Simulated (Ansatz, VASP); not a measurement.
GaN in VASP and in Ansatz

```
CELL_PARAMETERS angstrom
2.88530 0.00000 0.00000
-1.44265 2.49875 0.00000
0.00000 0.00000 7.67558
ATOMIC_POSITIONS crystal
Ga 0.33333 0.66667 0.25000
Ga 0.66667 0.33333 0.75000
N 0.33333 0.66667 0.75000
N 0.66667 0.33333 0.25000
```

Alike in both runs: task single point; functional PBE; k mesh 12 × 12 × 4; occupations gaussian, width 0.02 eV; no spin polarisation.

|  | VASP | Ansatz |
| --- | --- | --- |
| version | VASP 6.6.1 | Ansatz 0.2.0 |
| potentials or method | VASP PAW PBE potentials, release 64 (Ga_d, N), cutoff 520 eV | scalar-relativistic, plane waves, PAW |
| valence electrons in the cell | 36 | 36 |

Ansatz gave:

```
gap on the k mesh at the Fermi level (eV)                     : 2.01
least direct gap on the mesh (eV)                             : 2.01
pressure (GPa)                                                : 65.0
traceless stress, the component that is largest in VASP (GPa) : -65.22
```

Task: Which values does VASP return?

Result: gap on the k mesh at the Fermi level (eV): 2.02; least direct gap on the mesh (eV): 2.02; pressure (GPa): 63.6; traceless stress, the component that is largest in VASP (GPa): -63.93.

Both programs put the cell under a high pressure, so it lies far from rest at this level.

Noted on VASP's run: the cell as given lies far from equilibrium.
